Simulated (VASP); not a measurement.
Set up this calculation in VASP 6.6.1, as the native input.

| Quantity | Value |
| --- | --- |
| Task | single point |
| Functional | LDA |
| Potentials or basis | VASP PAW LDA potentials, release 64 (Ga_d, As) |
| Cutoff | 520 eV |
| k mesh | 13 × 13 × 13 |
| Occupations | fermi-dirac, width 0.08 eV |
| Spin | no spin polarisation |
| Dipole correction | no |
| k mesh for the DOS | 20 × 20 × 20 |
| Occupations for the DOS | tetrahedron |
| Further INCAR settings | ALGO = Normal; EDIFF = 1e-06; NBANDS = 16 |

The system is GaAs (zincblende type).

```
Ga As
1.0
     0.00000    2.80174    2.80174
     2.80174    0.00000    2.80174
     2.80174    2.80174    0.00000
Ga As
1 1
Direct
  0.00000 0.00000 0.00000
  0.25000 0.25000 0.25000
```

One way to write it, as run:

POSCAR

```
GaAs
1.0
    0.0000000000      2.8017350116      2.8017350116
    2.8017350116      0.0000000000      2.8017350116
    2.8017350116      2.8017350116      0.0000000000
Ga As
1 1
Direct
    0.0000000000      0.0000000000      0.0000000000
    0.2500000000      0.2500000000      0.2500000000
```

INCAR.step1

```
SYSTEM = GaAs
PREC     = Accurate       ! precision mode
ENCUT    = 520            ! plane-wave cutoff, eV
EDIFF    = 1E-6           ! SCF threshold, eV
ISMEAR   = -1             ! smearing method
SIGMA    = 0.08           ! smearing width, eV
LREAL    = .False.        ! projectors in reciprocal space
LASPH    = .True.         ! aspherical terms in the spheres
NELM     = 100            ! most SCF steps
ALGO     = Normal         ! electronic algorithm
ISIF     = 2              ! what is computed and relaxed
LWAVE    = .False.        ! write WAVECAR
LCHARG   = .True.         ! write CHGCAR
GGA      = CA             ! functional
NBANDS   = 16             ! bands
```

KPOINTS.step1

```
regular mesh
0
Gamma
  13 13 13
  0 0 0
```

INCAR.step2

```
SYSTEM = GaAs
PREC     = Accurate       ! precision mode
ENCUT    = 520            ! plane-wave cutoff, eV
EDIFF    = 1E-6           ! SCF threshold, eV
ISMEAR   = -5             ! smearing method
SIGMA    = 0.08           ! smearing width, eV
LREAL    = .False.        ! projectors in reciprocal space
LASPH    = .True.         ! aspherical terms in the spheres
NELM     = 100            ! most SCF steps
ALGO     = Normal         ! electronic algorithm
ISIF     = 2              ! what is computed and relaxed
LWAVE    = .False.        ! write WAVECAR
LCHARG   = .False.        ! write CHGCAR
GGA      = CA             ! functional
LORBIT   = 11             ! projections on sites
NBANDS   = 16             ! bands
NEDOS    = 1001           ! points of the DOS
ICHARG   = 11             ! starting density
```

KPOINTS.step2

```
regular mesh
0
Gamma
  20 20 20
  0 0 0
```

Potentials or basis: VASP PAW LDA potentials, release 64 (Ga_d, As).

The run is started by

```bash
$ cat potpaw_LDA.64/Ga_d/POTCAR potpaw_LDA.64/As/POTCAR > POTCAR
$ cp INCAR.step1 INCAR
$ cp KPOINTS.step1 KPOINTS
$ mpirun -np 1 vasp_std > vasp.out
$ cp INCAR.step2 INCAR
$ cp KPOINTS.step2 KPOINTS
$ mpirun -np 1 vasp_std > vasp.out
```

It gave:

The valence electrons inside the program's atomic spheres are Ga 11.73; As 2.86.

It took 4.4 min on 1 thread of Intel Xeon 8259CL, with other jobs on the host, peak memory 0.3 GiB.
